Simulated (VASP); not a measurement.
Input of a VASP 6.6.1 run:

The input POSCAR:

```
BaO
1.0
    0.0000000000      2.7903528076      2.7903528076
    2.7903528076      0.0000000000      2.7903528076
    2.7903528076      2.7903528076      0.0000000000
Ba O
1 1
Direct
    0.5000000000      0.5000000000      0.5000000000
    0.0000000000      0.0000000000      0.0000000000
```

The input INCAR.step1:

```
  PREC = Accurate
  ENCUT = 1480
  ISMEAR = 0
  SIGMA = 0.05
  LREAL = False
  LASPH = True
  NELM = 120
  NBANDS = 15
  GGA = PE
  ALGO = Normal
  EDIFF = 1E-5
  LWAVE = True
  LCHARG = False
  GGA_COMPAT = False
```

File INCAR.step2:

```
  PREC = Accurate
  ENCUT = 1480
  EDIFF = 1E-6
  ISMEAR = 0
  SIGMA = 0.05
  LREAL = False
  LASPH = True
  NELM = 120
  ALGO = Normal
  ISIF = 2
  LWAVE = False
  LCHARG = True
  METAGGA = R2SCAN
  LMIXTAU = True
  LELF = True
  LVHAR = True
  NBANDS = 15
  ISTART = 1
  GGA_COMPAT = False
```

File KPOINTS:

```
regular mesh
0
Gamma
  8 8 8
```

Potentials or basis: VASP PAW PBE potentials, release 64 (Ba_sv, O_h).

Launch:

```bash
$ cat potpaw_PBE.64/Ba_sv/POTCAR potpaw_PBE.64/O_h/POTCAR > POTCAR
$ cp INCAR.step1 INCAR
$ mpirun -np 1 vasp_std > vasp.out
$ cp INCAR.step2 INCAR
$ mpirun -np 1 vasp_std > vasp.out
```

(1) Predict the band gap on the k mesh.

(2) Predict the pressure.

Results:

(1) 2.38 eV.

(2) 0.1 GPa.

Caveat: the PAW data sets were made with another functional, which shifts forces and pressure a little; spin-orbit coupling is left out, which moves the levels of the heavy elements.
